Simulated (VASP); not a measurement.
# SnO2 (P4_2/mmc) in VASP: a series of runs

SnO2 is run at these levels: PBE; tasks: relaxation of cell and atoms, single point.

Program: VASP 6.6.1. These are calculated values, not measurements. Logs are shortened: lines on timing, memory, paths and dates and some standing lists are left out, and cuts for length are marked.

## Step 1: The cell of the first run

It takes space group P4_2/mmc (No. 131, tetragonal). The conventional cell has a = 3.946 Å, b = 3.946 Å, c = 7.824 Å, α = 90.00°, β = 90.00°, γ = 90.00°. Within 2.6 Å of Sn (site symmetry mmm) lie 4 O at 1.96 to 1.97 Å. Within 2.6 Å of O (site symmetry mmm) lie 2 Sn at 1.97 Å. O (site symmetry -4m2) has 2 Sn at 1.96 Å within 2.6 Å.

## Step 2: Relaxation of cell and atoms, PBE (atoms taken out)

INCAR

```
PREC = Accurate ; ENCUT = 600
EDIFF = 1E-6 ; ISMEAR = 0
SIGMA = 0.1 ; LREAL = F
LASPH = T ; NELM = 100
ALGO = Normal ; ISIF = 3
LWAVE = F ; LCHARG = F
GGA = PE ; IBRION = 2
NSW = 100 ; EDIFFG = -0.01
```

KPOINTS

```
Automatic mesh
0
Gamma
  10 10 6
```

POSCAR

```
SnO2
1.0
    3.9457385331      0.0000000000      0.0000000000
    0.0000000000      3.9457385331      0.0000000000
    0.0000000000      0.0000000000      7.8241773255
Sn O
2 4
Direct
    0.0000000000      0.0000000000      0.0000000000
    0.0000000000      0.0000000000      0.5000000000
    0.5000000000      0.0000000000      0.0000000000
    0.0000000000      0.5000000000      0.5000000000
    0.0000000000      0.0000000000      0.2500000000
    0.0000000000      0.0000000000      0.7500000000
```

Potentials or basis: VASP PAW PBE potentials, release 64 (Sn_d, O).

On the command line:

```bash
cat potpaw_PBE.64/Sn_d/POTCAR potpaw_PBE.64/O/POTCAR > POTCAR
mpirun -np 1 vasp_std > vasp.out
```

OUTCAR:

```text
PREC = Accurate
   ENCUT = 600
   EDIFF = 1E-6
   ISMEAR = 0
   LREAL = F
   LASPH = T
   NELM = 100
   ISIF = 3
   GGA = PE
   IBRION = 2
   NSW = 100
   EDIFFG = -0.01

 ion  position               nearest neighbor table
   1  0.000  0.000  0.000-   5 1.96   6 1.96   3 1.97   3 1.97
   2  0.000  0.000  0.500-   5 1.96   6 1.96   4 1.97   4 1.97
   3  0.500  0.000  0.000-   1 1.97   1 1.97
   4  0.000  0.500  0.500-   2 1.97   2 1.97
   5  0.000  0.000  0.250-   1 1.96   2 1.96
   6  0.000  0.000  0.750-   1 1.96   2 1.96

  LATTYP: Found a simple tetragonal cell.
 ALAT       =     3.9457385331
 C/A-ratio  =     1.9829436897

  Lattice vectors:

 A1 = (   3.9457385331,   0.0000000000,   0.0000000000)
 A2 = (   0.0000000000,   3.9457385331,   0.0000000000)
 A3 = (   0.0000000000,   0.0000000000,   7.8241773255)

Analysis of symmetry for initial positions (statically):
=====================================================================
 Subroutine PRICEL returns:
 Original cell was already a primitive cell.

 Routine SETGRP: Setting up the symmetry group for a
 simple tetragonal supercell.

 Subroutine GETGRP returns: Found 16 space group operations
 (whereof  8 operations were pure point group operations)
 out of a pool of 16 trial point group operations.

The static configuration has the point symmetry D_2h.
 The point group associated with its full space group is D_4h.

Analysis of symmetry for dynamics (positions and initial velocities):
=====================================================================
 Subroutine PRICEL returns:
 Original cell was already a primitive cell.

 Routine SETGRP: Setting up the symmetry group for a
 simple tetragonal supercell.

 Subroutine GETGRP returns: Found 16 space group operations
 (whereof  8 operations were pure point group operations)
 out of a pool of 16 trial point group operations.

The dynamic configuration has the point symmetry D_2h.
 The point group associated with its full space group is D_4h.

 Subroutine INISYM returns: Found 16 space group operations
 (whereof  8 operations are pure point group operations),
 and found     1 'primitive' translations

----------------------------------------------------------------------------------------

                                     Primitive cell

  volume of cell :     121.8135

  direct lattice vectors                    reciprocal lattice vectors
     3.945738533  0.000000000  0.000000000     0.253437979  0.000000000  0.000000000
     0.000000000  3.945738533  0.000000000     0.000000000  0.253437979  0.000000000
     0.000000000  0.000000000  7.824177326     0.000000000  0.000000000  0.127808964

  length of vectors
     3.945738533  3.945738533  7.824177326     0.253437979  0.253437979  0.127808964

  position of ions in fractional coordinates (direct lattice)
     0.000000000  0.000000000  0.000000000
     0.000000000  0.000000000  0.500000000
     0.500000000  0.000000000  0.000000000
     0.000000000  0.500000000  0.500000000
     0.000000000  0.000000000  0.250000000
     0.000000000  0.000000000  0.750000000

  ion indices of the primitive-cell ions
   primitive index   ion index
                 1           1
                 2           2
                 3           3
                 4           4
                 5           5
                 6           6

----------------------------------------------------------------------------------------

 KPOINTS: Automatic mesh

Automatic generation of k-mesh.
 Grid dimensions read from file:
 generate k-points for:   10   10    6

 Generating k-lattice:

  Cartesian coordinates                     Fractional coordinates (reciprocal lattice)
     0.025343798  0.000000000  0.000000000     0.100000000  0.000000000  0.000000000
     0.000000000  0.025343798  0.000000000     0.000000000  0.100000000  0.000000000
     0.000000000  0.000000000  0.021301494     0.000000000  0.000000000  0.166666667

  Length of vectors
     0.025343798  0.025343798  0.021301494

  Shift w.r.t. Gamma in fractional coordinates (k-lattice)
     0.000000000  0.000000000  0.000000000

 Subroutine IBZKPT returns following result:
 ===========================================

 Found     84 irreducible k-points:

 Following reciprocal coordinates:
            Coordinates               Weight
  0.000000  0.000000  0.000000      1.000000
  0.100000  0.000000  0.000000      4.000000
  0.200000  0.000000  0.000000      4.000000
  0.300000  0.000000  0.000000      4.000000
  0.400000  0.000000  0.000000      4.000000
  0.500000  0.000000  0.000000      2.000000
[... 16 lines left out ...]
  0.100000  0.000000  0.166667      8.000000
  0.200000  0.000000  0.166667      8.000000
 [... further k-points ...]
   k-points           NKPTS =     84   k-points in BZ     NKDIM =     84   number of bands    NBANDS=     31
   number of dos      NEDOS =    301   number of ions     NIONS =      6
   total plane-waves  NPLWV =  65536
   dimension x,y,z NGX =    32 NGY =   32 NGZ =   64
   dimension x,y,z NGXF=    64 NGYF=   64 NGZF=  128
   ions per type =               2   4
   NGX,Y,Z   is equivalent  to a cutoff of  13.48, 13.48, 13.60 a.u.
   NGXF,Y,Z  is equivalent  to a cutoff of  26.97, 26.97, 27.20 a.u.
 SYSTEM =  unknown system
   PREC   = accura    normal or accurate (medium, high low for compatibility)
   ISTART =      0    job   : 0-new  1-cont  2-samecut
   ICHARG =      2    charge: 1-file 2-atom 10-const
   ISPIN  =      1    spin polarized calculation?
   LNONCOLLINEAR =      F non collinear calculations
   LSORBIT =      F    spin-orbit coupling
   LASPH  =      T    aspherical Exc in radial PAW
   ENCUT  =  600.0 eV  44.10 Ry    6.64 a.u.   7.88  7.88 15.63*2*pi/ulx,y,z
   NELM   =    100;   NELMIN=  2; NELMDL= -5     # of ELM steps
   EDIFF  = 0.1E-05   stopping-criterion for ELM
   LREAL  =      F    real-space projection
   EDIFFG = -.1E-01   stopping-criterion for IOM
   NSW    =    100    number of steps for IOM
   IBRION =      2    ionic relax: 0-MD 1-quasi-New 2-CG
   NFREE  =      1    steps in history (QN), initial steepest desc. (CG)
   ISIF   =      3    stress and relaxation
   ISYM   =      2    0-nonsym 1-usesym 2-fastsym
   POTIM  = 0.5000    time-step for ionic-motion
   TEBEG  =    0.0;   TEEND  =   0.0 temperature during run
   PSTRESS=    0.0 pullay stress
   NELECT =      52.0000    total number of electrons
   NUPDOWN=      -1.0000    fix difference up-down
   EMIN   =  10.00;   EMAX   =-10.00  energy-range for DOS
   EFERMI =   0.00;   METHOD = LEGACY
   ISMEAR =     0;   SIGMA  =   0.10  broadening in eV -4-tet -1-fermi 0-gaus
   EFERMI_NEDOS =   21; number of points for ismear=-14 and -15
   IALGO  =     38    algorithm
   IMIX   =      4    mixing-type and parameters
     AMIX     =   0.40;   BMIX     =  1.00
     AMIX_MAG =   1.60;   BMIX_MAG =  1.00
  volume/ion in A,a.u.               =      20.30       137.01
  Fermi-wavevector in a.u.,A,eV,Ry     =   1.232662  2.329394 20.673465  1.519457
  Thomas-Fermi vector in A             =   2.367424
   LORBIT       =      0    0 simple, 1 ext, 2 COOP (PROOUT), +10 PAW based schemes
   GGA     = PE    functional components
   LHFCALC =     F    Hartree Fock is set to
   AEXX    =    0.0000 exact exchange contribution
   IVDW    =     0    specifies the selected vdW correction
   LEPSILON=     F    determine dielectric tensor
   LRPA    =     F    only Hartree local field effects (RPA)
 conjugate gradient relaxation of ions
 non-spin polarized calculation
 Gauss-broadening in eV      SIGMA  =   0.10
  energy-cutoff  :      600.00
  volume of cell :      121.81
 maximum number of plane-waves:      4092
 NGX is ok and might be reduce to    32
   NGX = 15   NGY = 15   NGZ = 31

--------------------------------------- Ionic step        1  -------------------------------------------

 number of electron      51.9999957 magnetization

 Free energy of the ion-electron system (eV)
  ---------------------------------------------------
  ext. energy  EPLUGINS =         0.00000000
  ---------------------------------------------------
  free energy    TOTEN  =       -31.89062063 eV

  energy without entropy =      -31.88022575  energy(sigma->0) =      -31.88542319

------------------------ aborting loop because EDIFF is reached ----------------------------------------

  FORCE on cell =-STRESS in cart. coord.  units (eV):
  Direction    XX          YY          ZZ          XY          YZ          ZX
  --------------------------------------------------------------------------------------
  -------------------------------------------------------------------------------------
  Total        0.3304408      0.3304408      0.6984524      0.0000000      0.0000000      0.0000000
  in kB        4.3461926      4.3461926      9.1865430      0.0000000      0.0000000      0.0000000
  external PRESSURE =       5.9596427 kB  Pullay stress =       0.0000000 kB
[... 145 lines left out ...]
  energy  without entropy=      -31.8813114206  energy(sigma->0) =      -31.88661641

--------------------------------------- Ionic step        5  -------------------------------------------

 number of electron      51.9999959 magnetization

 Free energy of the ion-electron system (eV)
  ---------------------------------------------------
  ext. energy  EPLUGINS =         0.00000000
  ---------------------------------------------------
  free energy    TOTEN  =       -31.89204442 eV

  energy without entropy =      -31.88139040  energy(sigma->0) =      -31.88671741

 E-fermi :   1.1834     XC(G=0):  -8.1919

 val. band max:        1.1715156494   @ k =   0.5000   0.5000   0.0000
 cond. band min:       1.2079605925   @ k =   0.2000   0.0000   0.0000
 fundamental gap:      0.0364449431
 Fermi energy:         1.1834056939

 k-point     1 :       0.0000    0.0000    0.0000
  band No.  band energies     occupation
      1     -20.4180      2.00000
      2     -20.2805      2.00000
      3     -20.2347      2.00000
      4     -19.8507      2.00000
      5     -19.6113      2.00000
      6     -19.6113      2.00000
[... 805 lines left out ...]
     30       7.3458      0.00000
     31       8.3959      0.00000

 [... further k-points ...]

------------------------ aborting loop because EDIFF is reached ----------------------------------------

  FORCE on cell =-STRESS in cart. coord.  units (eV):
  Direction    XX          YY          ZZ          XY          YZ          ZX
  --------------------------------------------------------------------------------------
  -------------------------------------------------------------------------------------
  Total       -0.0213231     -0.0213231     -0.0027742      0.0000000      0.0000000      0.0000000
  in kB       -0.2786014     -0.2786014     -0.0362465      0.0000000      0.0000000      0.0000000
  external PRESSURE =      -0.1978164 kB  Pullay stress =       0.0000000 kB
[... 21 lines left out ...]
  FREE ENERGIE OF THE ION-ELECTRON SYSTEM (eV)
  ---------------------------------------------------
  free  energy   TOTEN  =       -31.8920444246 eV

  energy  without entropy=      -31.8813903961  energy(sigma->0) =      -31.88671741

 reached required accuracy - stopping structural energy minimisation
```

Wall time 22 min (1 thread of Intel Xeon 8259CL, shared host); peak memory 0.48 GiB.

Results:

- Free energy: -31.8920 eV
- Relaxed volume: 20.44 Å³/atom
- Relaxed cell: a = 3.955 Å, b = 3.955 Å, c = 7.841 Å, α = 90.00°, β = 90.00°, γ = 90.00°
- Space group after relaxing (to 0.1 Å): P4_2/mmc (No. 131)
- Energy gained by relaxing: 0.2 meV/atom
- Ionic steps: 5
- Pressure after relaxing: 0.0 GPa
- Band gap on the k mesh: zero (bands 26 and 27 overlap by 0.71 eV)

Step by step:
| step | energy change (eV) | largest force (eV/Å) | pressure (GPa) | volume (Å³) |
| --- | --- | --- | --- | --- |
| 1 | 0.0000 | 0.0000 | 0.60 | 121.81 |
| 2 | 0.0004 | 0.0000 | -0.53 | 123.15 |
| 3 | -0.0013 | 0.0000 | 0.07 | 122.43 |
| 4 | -0.0013 | 0.0000 | 0.03 | 122.45 |
| 5 | -0.0014 | 0.0000 | -0.02 | 122.62 |

Final structure:
```cif
data_structure
_symmetry_space_group_name_H-M 'P 1'
_symmetry_Int_Tables_number 1
_cell_length_a 3.9546
_cell_length_b 3.9546
_cell_length_c 7.8411
_cell_angle_alpha 90.000
_cell_angle_beta 90.000
_cell_angle_gamma 90.000
_cell_volume 122.62
loop_
_atom_site_label
_atom_site_type_symbol
_atom_site_fract_x
_atom_site_fract_y
_atom_site_fract_z
_atom_site_occupancy
Sn1 Sn 0.00000 0.00000 0.00000 1
Sn2 Sn 0.00000 0.00000 0.50000 1
O1 O 0.50000 0.00000 0.00000 1
O2 O 0.00000 0.50000 0.50000 1
O3 O 0.00000 0.00000 0.25000 1
O4 O 0.00000 0.00000 0.75000 1
```

Levels at points of the mesh, in eV from the Fermi level:
```tsv
k point	band 24	band 25	band 26	band 27	band 28	band 29
(0.00, 0.00, 0.00)	-1.03	-0.76	-0.76	-0.72	2.79	6.61
(0.50, 0.00, 0.00)	-0.99	-0.99	-0.04	2.07	3.14	4.37
(0.50, 0.50, 0.00)	-0.77	-0.01	-0.01	1.94	1.94	4.61
(0.00, 0.00, 0.50)	-0.91	-0.83	-0.83	1.06	1.06	6.64
(0.50, 0.00, 0.50)	-0.87	-0.74	-0.09	2.10	3.24	3.45
(0.50, 0.50, 0.50)	-1.50	-0.43	-0.43	2.13	2.13	5.25
```

Caveat: the cell differs from its parent crystal (atoms taken out); semilocal functionals underestimate gaps, so a narrow gap can read as zero; spin-orbit coupling is left out, which moves the levels of the heavy elements.

## Step 3: Single point, PBE (atoms taken out)

INCAR

```
SYSTEM = SnO2
PREC = Accurate
ENCUT = 520
EDIFF = 1E-6
ISMEAR = 0
SIGMA = 0.1
LREAL = .False.
LASPH = .True.
NELM = 100
ALGO = Normal
ISIF = 2
LWAVE = .False.
LCHARG = .False.
GGA = PE
NBANDS = 35
```

KPOINTS

```
regular mesh
0
Gamma
  10 10 6
  0 0 0
```

POSCAR, as its differences from that of step 2:

```diff
@@ -2,5 +2,5 @@
 1.0
-    3.9457385331      0.0000000000      0.0000000000
-    0.0000000000      3.9457385331      0.0000000000
-    0.0000000000      0.0000000000      7.8241773255
+    3.9519144119      0.0000000000      0.0000000000
+    0.0000000000      3.9519144119      0.0000000000
+    0.0000000000      0.0000000000      7.8333881654
 Sn O
```

Potentials or basis: VASP PAW PBE potentials, release 64 (Sn_d, O).

On the command line:

```bash
cat potpaw_PBE.64/Sn_d/POTCAR potpaw_PBE.64/O/POTCAR > POTCAR
mpirun -np 1 vasp_std > vasp.out
```

Run time: 2.5 min. Hardware: 1 thread of Intel Xeon 6975P-C (Granite Rapids), shared host; peak memory 0.41 GiB.

The run converged. Its results:

```yaml
Free_energy: -31.8839 eV
Pressure: 0.3 GPa
Band_gap_on_the_k_mesh: zero (bands 26 and 27 overlap by 0.71 eV)
```

Stress tensor (GPa, compression positive):
```
0.22 0.00 0.00
0.00 0.22 0.00
0.00 0.00 0.51
```

Levels at points of the mesh, in eV from the Fermi level:
| k point | band 22 | band 23 | band 24 | band 25 | band 26 | band 27 | band 28 | band 29 | band 30 | band 31 |
| --- | --- | --- | --- | --- | --- | --- | --- | --- | --- | --- |
| (0.00, 0.00, 0.00) | -1.24 | -1.04 | -1.04 | -0.76 | -0.76 | -0.72 | 2.80 | 6.63 | 6.63 | 6.81 |
| (0.50, 0.00, 0.00) | -1.23 | -1.04 | -1.00 | -0.99 | -0.04 | 2.09 | 3.14 | 4.39 | 5.33 | 6.53 |
| (0.50, 0.50, 0.00) | -1.56 | -1.45 | -0.76 | -0.01 | -0.01 | 1.94 | 1.94 | 4.63 | 6.80 | 8.25 |
| (0.00, 0.00, 0.50) | -1.37 | -0.91 | -0.91 | -0.84 | -0.84 | 1.07 | 1.07 | 6.65 | 6.65 | 7.32 |
| (0.50, 0.00, 0.50) | -1.40 | -1.04 | -0.88 | -0.75 | -0.09 | 2.12 | 3.25 | 3.47 | 5.35 | 6.55 |
| (0.50, 0.50, 0.50) | -1.52 | -1.51 | -1.51 | -0.43 | -0.43 | 2.13 | 2.13 | 5.28 | 5.28 | 8.49 |

Caveat: the cell differs from its parent crystal (atoms taken out); semilocal functionals underestimate gaps, so a narrow gap can read as zero; spin-orbit coupling is left out, which moves the levels of the heavy elements.
